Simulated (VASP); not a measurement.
# ZnSe (P4/nmm) in VASP: notebook, part 2 of 2

VASP 6.6.1.

### Step 4. Single point, LDA (atoms shifted along a free coordinate)

The input, INCAR:

```
ALGO = Normal
EDIFF = 1E-6
ENCUT = 520
GGA = CA
ISIF = 2
ISMEAR = 0
LASPH = True
LCHARG = False
LREAL = False
LWAVE = False
NBANDS = 26
NELM = 60
PREC = Accurate
SIGMA = 0.05
```

The input, KPOINTS:

```
k-points
0
Gamma
  8 8 6
```

The input, POSCAR:

```
ZnSe
1.0
    3.7875101274      0.0000000000      0.0000000000
    0.0000000000      3.7875101274      0.0000000000
    0.0000000000      0.0000000000      4.9987337378
Zn Se
2 2
Direct
    0.0000000000      0.0000000000      0.0000000000
    0.5000000000      0.5000000000      0.0000000000
    0.0000000000      0.5000000000      0.2984995820
    0.5000000000      0.0000000000      0.7015004180
```

Potentials or basis: VASP PAW LDA potentials, release 64 (Zn, Se).

On the command line:

```
$ cat potpaw_LDA.64/Zn/POTCAR potpaw_LDA.64/Se/POTCAR > POTCAR
$ mpirun -np 1 vasp_std > vasp.out
```

OUTCAR:

```text
EDIFF = 1E-6
   ENCUT = 520
   GGA = CA
   ISIF = 2
   ISMEAR = 0
   LASPH = True
   LREAL = False
   NELM = 60
   PREC = Accurate

 ion  position               nearest neighbor table
   1  0.000  0.000  0.000-   3 2.41   4 2.41   3 2.41   4 2.41   2 2.68   2 2.68   2 2.68   2 2.68

   2  0.500  0.500  0.000-   3 2.41   4 2.41   4 2.41   3 2.41   1 2.68   1 2.68   1 2.68   1 2.68

   3  0.000  0.500  0.298-   1 2.41   2 2.41   1 2.41   2 2.41
[... 898 lines left out ...]

  FORCE on cell =-STRESS in cart. coord.  units (eV):
  Direction    XX          YY          ZZ          XY          YZ          ZX
  --------------------------------------------------------------------------------------
  -------------------------------------------------------------------------------------
  Total        5.1946559      5.1946559      3.8683160      0.0000000     -0.0000000      0.0000000
  in kB      116.0645936    116.0645936     86.4300806      0.0000000     -0.0000000      0.0000000
  external PRESSURE =     106.1864226 kB  Pullay stress =       0.0000000 kB

 VOLUME and BASIS-vectors are now :
 -----------------------------------------------------------------------------
  energy-cutoff  :      520.00
  volume of cell :       71.71
      direct lattice vectors                 reciprocal lattice vectors
     3.787510127  0.000000000  0.000000000     0.264025697  0.000000000  0.000000000
     0.000000000  3.787510127  0.000000000     0.000000000  0.264025697  0.000000000
     0.000000000  0.000000000  4.998733738     0.000000000  0.000000000  0.200050663

 POSITION                                       TOTAL-FORCE (eV/Angst)
 -----------------------------------------------------------------------------------
      0.00000      0.00000      0.00000         0.000000      0.000000     -0.000000
      1.89376      1.89376      0.00000         0.000000     -0.000000     -0.000000
      0.00000      1.89376      1.49212        -0.000000     -0.000000      0.556810
      1.89376      0.00000      3.50661         0.000000      0.000000     -0.556810
 -----------------------------------------------------------------------------------
    total drift:                                0.000000      0.000000     -0.000000

  FREE ENERGIE OF THE ION-ELECTRON SYSTEM (eV)
  ---------------------------------------------------
  free  energy   TOTEN  =       -13.7343482913 eV

  energy  without entropy=      -13.7343482913  energy(sigma->0) =      -13.73434829
```

stdout:

```text
POSCAR found type information on POSCAR ZnSe
 POSCAR found :  2 types and       4 ions
 scaLAPACK will be used
 LDA part: xc-table for (Slater(with rela. corr.)+CA(PZ))
 , standard interpolation
 POSCAR, INCAR and KPOINTS ok, starting setup
 FFT: planning ... GRIDC
 FFT: planning ... GRID_SOFT
 FFT: planning ... GRID
 WAVECAR not read
 entering main loop
```

Run time: 58 s. Hardware: 1 thread of Intel Xeon Platinum 8259CL at 2.50GHz (Skylake/Cascade Lake), shared host; peak memory 0.22 GiB.

Results:

```yaml
Free_energy: -13.7343 eV
Pressure: 10.6 GPa
Largest_force: 0.557 eV/Å
Band_gap_on_the_k_mesh: 1.55 eV
```

Forces in eV/Å, atoms in the order of the input:
```
Zn   0.000  0.000  0.000
Zn   0.000  0.000  0.000
Se   0.000  0.000  0.557
Se   0.000  0.000 -0.557
```

Levels at points of the mesh, in eV from the valence-band top:
| k point | band 15 | band 16 | band 17 | band 18 | band 19 | band 20 | band 21 | band 22 |
| --- | --- | --- | --- | --- | --- | --- | --- | --- |
| (0.00, 0.00, 0.00) | -3.52 | -0.92 | 0.00 | 0.00 | 1.55 | 1.63 | 2.46 | 4.80 |
| (0.50, 0.00, 0.00) | -3.42 | -3.42 | -1.50 | -1.50 | 3.69 | 3.69 | 4.96 | 4.96 |
| (0.50, 0.50, 0.00) | -3.30 | -3.30 | -2.77 | -2.77 | 1.76 | 1.76 | 2.20 | 2.20 |
| (0.00, 0.00, 0.50) | -2.68 | -2.46 | -1.49 | -1.49 | 2.29 | 3.24 | 3.75 | 4.91 |
| (0.50, 0.00, 0.50) | -1.32 | -1.32 | -1.02 | -1.02 | 2.04 | 2.04 | 5.18 | 5.18 |
| (0.50, 0.50, 0.50) | -4.72 | -4.72 | -4.29 | -4.29 | 4.96 | 4.96 | 5.66 | 5.66 |

Caveat: the cell differs from its parent crystal (atoms shifted along a free coordinate); the cell stands under pressure.

### Step 5. Single point, LDA (atoms shifted along a free coordinate)

The input, INCAR:

```
PREC     = Accurate       # precision mode
ENCUT    = 520            # plane-wave cutoff, eV
EDIFF    = 1E-6           # SCF threshold, eV
ISMEAR   = 0              # smearing method
SIGMA    = 0.05           # smearing width, eV
LREAL    = False          # projectors in reciprocal space
LASPH    = True           # aspherical terms in the spheres
NELM     = 80             # most SCF steps
ALGO     = Normal         # electronic algorithm
ISIF     = 2              # what is computed and relaxed
LWAVE    = False          # write WAVECAR
LCHARG   = True           # write CHGCAR
LELF     = True           # ELF
LVHAR    = True         
NBANDS   = 26             # bands
```

The input, KPOINTS:

```
regular mesh
0
Gamma
  8 8 6
```

Changes to POSCAR since step 4:

```diff
@@ -10,3 +10,3 @@
     0.5000000000      0.5000000000      0.0000000000
-    0.0000000000      0.5000000000      0.2984995820
-    0.5000000000      0.0000000000      0.7015004180
+    0.0000000000      0.5000000000      0.2231634165
+    0.5000000000      0.0000000000      0.7768365835
```

On the command line:

```
$ cat potpaw_LDA.64/Zn/POTCAR potpaw_LDA.64/Se/POTCAR > POTCAR
$ mpirun -np 1 vasp_std > vasp.out
```

Wall time 77 s (1 thread of Intel Xeon Platinum 8259CL at 2.50GHz (Skylake/Cascade Lake), shared host); peak memory 0.22 GiB.

The run converged. Its results:

* Free energy: -10.9764 eV
* Pressure: 41.3 GPa
* Largest force: 6.879 eV/Å
* Band gap on the k mesh: 0.86 eV

Forces on the atoms (eV/Å):
```
Zn   0.000  0.000  0.000
Zn   0.000  0.000  0.000
Se   0.000  0.000  6.879
Se   0.000  0.000 -6.879
```

Stress tensor (GPa, compression positive):
```
45.13  0.00  0.00
 0.00 45.13  0.00
 0.00  0.00 33.78
```

Levels at points of the mesh, in eV from the valence-band top:
| k point | band 14 | band 15 | band 16 | band 17 | band 18 | band 19 | band 20 | band 21 | band 22 | band 23 |
| --- | --- | --- | --- | --- | --- | --- | --- | --- | --- | --- |
| (0.00, 0.00, 0.00) | -4.69 | -4.52 | -0.37 | -0.37 | 0.00 | 0.86 | 1.90 | 2.65 | 5.31 | 6.74 |
| (0.50, 0.00, 0.00) | -5.78 | -2.24 | -2.24 | -2.18 | -2.18 | 2.83 | 2.83 | 6.87 | 6.87 | 6.96 |
| (0.50, 0.50, 0.00) | -6.26 | -3.38 | -3.38 | -3.21 | -3.21 | 3.08 | 3.08 | 4.32 | 4.32 | 11.77 |
| (0.00, 0.00, 0.50) | -4.49 | -3.52 | -1.84 | -0.84 | -0.84 | 1.18 | 3.29 | 4.11 | 4.82 | 8.33 |
| (0.50, 0.00, 0.50) | -6.50 | -2.09 | -2.09 | -0.94 | -0.94 | 2.43 | 2.43 | 5.81 | 5.81 | 6.88 |
| (0.50, 0.50, 0.50) | -6.08 | -4.05 | -4.05 | -3.94 | -3.94 | 5.62 | 5.62 | 7.80 | 7.80 | 8.41 |

Caveat: the cell differs from its parent crystal (atoms shifted along a free coordinate); the cell stands under pressure; forces of over 1 eV/Å act on the atoms, so gaps and moduli don't describe the material at rest. A k mesh can miss the band edges.

### Step 6. The runs side by side

```tsv
cell	gap on the mesh (eV)	pressure (GPa)	largest force (eV/Å)
as given, atomic positions A	0.58	2.9	1.86
as given, atomic positions B	1.32	23.4	3.63
as given, atomic positions C	1.55	10.6	0.56
as given, atomic positions D	0.86	41.3	6.88
```

Alike in all rows: task single point; level LDA; potentials or basis VASP PAW LDA potentials, release 64 (Zn, Se); no spin polarisation; k mesh 8 × 8 × 6; cutoff (eV) 520; smearing gaussian 0.05 eV.

Caveats: forces of over 1 eV/Å act on the atoms, so gaps and moduli don't describe the material at rest (at least some runs); the cell stands under pressure (at least some runs).

Absolute energies hang on the potentials; compare differences alone.
